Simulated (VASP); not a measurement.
Input of a VASP 6.6.1 run:

INCAR

```
ALGO = Fast ; EDIFF = 1E-7
ENCUT = 520 ; GGA = PE
ISIF = 2 ; ISMEAR = 0
ISPIN = 2 ; LASPH = True
LCHARG = False ; LMAXMIX = 4
LORBIT = 11 ; LREAL = False
LWAVE = False ; MAGMOM = 0 0 0 1
NBANDS = 32 ; NELM = 150
PREC = Accurate ; SIGMA = 0.1
```

File KPOINTS:

```
k-points
0
Gamma
  6 6 4
```

File POSCAR:

```
Cu3Re
1.0
    2.6110056306      0.0000000000      0.0000000000
    0.0000000000      2.6110056306      0.0000000000
    0.0000000000      0.0000000000      7.4597130500
Cu Re
3 1
Direct
    0.5000000000      0.5000000000      0.2378548960
    0.5000000000      0.5000000000      0.7621451040
    0.0000000000      0.0000000000      0.0000000000
    0.0000000000      0.0000000000      0.5000000000
```

Potentials or basis: VASP PAW PBE potentials, release 64 (Cu, Re).

Command:

```console
$ cat potpaw_PBE.64/Cu/POTCAR potpaw_PBE.64/Re/POTCAR > POTCAR
$ mpirun -np 1 vasp_std > vasp.out
```

(1) Estimate the band gap on the k mesh.

(2) Estimate the pressure.

Results:

(1) zero (filled and empty bands overlap).

(2) 0.3 GPa.

Caveat: the k points lie up to 0.40 Å⁻¹ apart, too coarse for converged energies and pressures of a metal; spin-orbit coupling is left out, which moves the levels of the heavy elements.
